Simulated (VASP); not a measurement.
Here is a VASP 6.6.1 calculation.

Contents of INCAR:

```
PREC = Accurate ; ENCUT = 520
EDIFF = 1E-7 ; ISMEAR = 0
SIGMA = 0.15 ; LREAL = F
LASPH = T ; NELM = 100
ALGO = Fast ; ISIF = 2
LWAVE = F ; LCHARG = F
GGA = PS ; IVDW = 12
NBANDS = 22
```

KPOINTS

```
regular mesh
0
Gamma
  14 14 14
```

The input POSCAR:

```
Al
1.0
   -3.9625552280      3.9625552280      0.0000000000
   -3.9625552280      0.0000000000      3.9625552280
    0.0000000000      3.9625552280      3.9625552280
Al
8
Direct
    0.0168199548     -0.0168199548      0.0168199548
    0.5000000000      0.0000000000      0.0000000000
    0.0000000000      0.5000000000      0.0000000000
    0.0000000000      0.0000000000      0.5000000000
    0.5000000000      0.5000000000      0.0000000000
    0.5000000000      0.0000000000      0.5000000000
    0.0000000000      0.5000000000      0.5000000000
    0.5000000000      0.5000000000      0.5000000000
```

Potentials or basis: VASP PAW PBE potentials, release 64 (Al).

Run with:

```sh
$ cat potpaw_PBE.64/Al/POTCAR > POTCAR
$ mpirun -np 1 vasp_std > vasp.out
```

(1) What does it give for the largest force?

(2) What does it give for the band gap on the k mesh?

(3) Estimate the dispersion energy per atom.

Results:

(1) 0.753 eV/Å.

(2) zero (band 12 reaches 9.80 eV, above the bottom of band 13 at 6.95 eV).

(3) -0.337 eV.

Caveat: the cell differs from its parent crystal (atom 1 (Al) moved +0.133 Å along Cartesian [0 1 0]); the PAW data sets were made with another functional, which shifts forces and pressure a little.
